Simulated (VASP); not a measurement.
A run of VASP 6.6.1 is set up as follows.

The input POSCAR:

```
ScAl
1.0
    3.3703489700      0.0000000000      0.0000000000
    0.0000000000      3.3703489700      0.0000000000
    0.0000000000      0.0000000000      3.3703489700
Sc Al
1 1
Direct
    0.5000000000      0.5000000000      0.5000000000
    0.0000000000      0.0000000000      0.0000000000
```

The input INCAR.step1:

```
SYSTEM = ScAl
PREC = Accurate
ENCUT = 520
ISMEAR = 0
SIGMA = 0.1
LREAL = .FALSE.
LASPH = .TRUE.
NELM = 100
NBANDS = 14
GGA = PE
ALGO = Normal
EDIFF = 1E-4
LWAVE = .TRUE.
LCHARG = .FALSE.
```

Contents of INCAR.step2:

```
SYSTEM = ScAl
PREC = Accurate
ENCUT = 520
EDIFF = 1E-6
ISMEAR = 0
SIGMA = 0.1
LREAL = .FALSE.
LASPH = .TRUE.
NELM = 100
ALGO = Normal
ISIF = 2
LWAVE = .FALSE.
LCHARG = .TRUE.
METAGGA = R2SCAN
LMIXTAU = .TRUE.
LELF = .TRUE.
LVHAR = .TRUE.
NBANDS = 14
ISTART = 1
```

Contents of KPOINTS:

```
regular mesh
0
G
  8 8 8
  0 0 0
```

Potentials or basis: VASP PAW PBE potentials, release 64 (Sc_sv, Al).

The run is started by

```bash
$ cat potpaw_PBE.64/Sc_sv/POTCAR potpaw_PBE.64/Al/POTCAR > POTCAR
$ cp INCAR.step1 INCAR
$ mpirun -np 1 vasp_std > vasp.out
$ cp INCAR.step2 INCAR
$ mpirun -np 1 vasp_std > vasp.out
```

Q: Estimate the pressure.

A: 0.1 GPa.

Q: Predict the band gap on the k mesh.

A: Zero (bands 7 and 8 overlap by 1.26 eV).

Caveat: the PAW data sets were made with another functional, which shifts forces and pressure a little.
